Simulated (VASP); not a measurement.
Set up this calculation in VASP 6.6.1, as the native input.

```yaml
Task: single point
Functional: PBEsol
Potentials_or_basis: VASP PAW PBE potentials, release 64 (Gd, Mn_pv)
Cutoff: 520 eV
k_mesh: 10 × 10 × 10
Occupations: gaussian, width 0.05 eV
Spin: collinear spin, ferrimagnetic start
Starting_moments: "[7.89, -3.61] μB"
Dipole_correction: no
Further_INCAR_settings: ALGO = Normal; EDIFF = 1e-06; NBANDS = 26
```

The structure of GdMn lies in POSCAR:

```
GdMn
1.0
    3.5509568782      0.0000000000      0.0000000000
    0.0000000000      3.4475309497      0.0000000000
    0.0000000000      0.0000000000      3.4475309497
Gd Mn
1 1
Direct
    0.0000000000      0.0000000000      0.0000000000
    0.5000000000      0.5000000000      0.5000000000
```

The input as run:

INCAR

```
SYSTEM = GdMn
ALGO     = Normal         ! electronic algorithm
EDIFF    = 1E-6           ! SCF threshold, eV
ENCUT    = 520            ! plane-wave cutoff, eV
GGA      = PS             ! functional
ISIF     = 2              ! what is computed and relaxed
ISMEAR   = 0              ! smearing method
ISPIN    = 2              ! spin polarisation
LASPH    = .True.         ! aspherical terms in the spheres
LCHARG   = .False.        ! write CHGCAR
LMAXMIX  = 6              ! l up to which the mixer works
LORBIT   = 11             ! projections on sites
LREAL    = .False.        ! projectors in reciprocal space
LWAVE    = .False.        ! write WAVECAR
MAGMOM   = 7.89 -3.61     ! initial moments
NBANDS   = 26             ! bands
NELM     = 150            ! most SCF steps
PREC     = Accurate       ! precision mode
SIGMA    = 0.05           ! smearing width, eV
```

KPOINTS

```
k-points
0
Gamma
  10 10 10
  0 0 0
```

Potentials or basis: VASP PAW PBE potentials, release 64 (Gd, Mn_pv).

Launch:

```console
$ cat potpaw_PBE.64/Gd/POTCAR potpaw_PBE.64/Mn_pv/POTCAR > POTCAR
$ mpirun -np 1 vasp_std > vasp.out
```

It gave:

* Pressure: -1.3 GPa
* Net moment: 4.07 μB per cell
* Site moments: Gd +7.00; Mn -3.29 μB
* Valence electrons inside the program's atomic spheres: Gd 15.27; Mn 11.55

Caveat: the PAW data sets were made with another functional, which shifts forces and pressure a little.

Run time: 24 min on 1 thread of Intel(R) Xeon(R) Platinum 8259CL CPU @ 2.50GHz (Skylake/Cascade Lake), with other jobs on the host, peak memory 0.36 GiB.
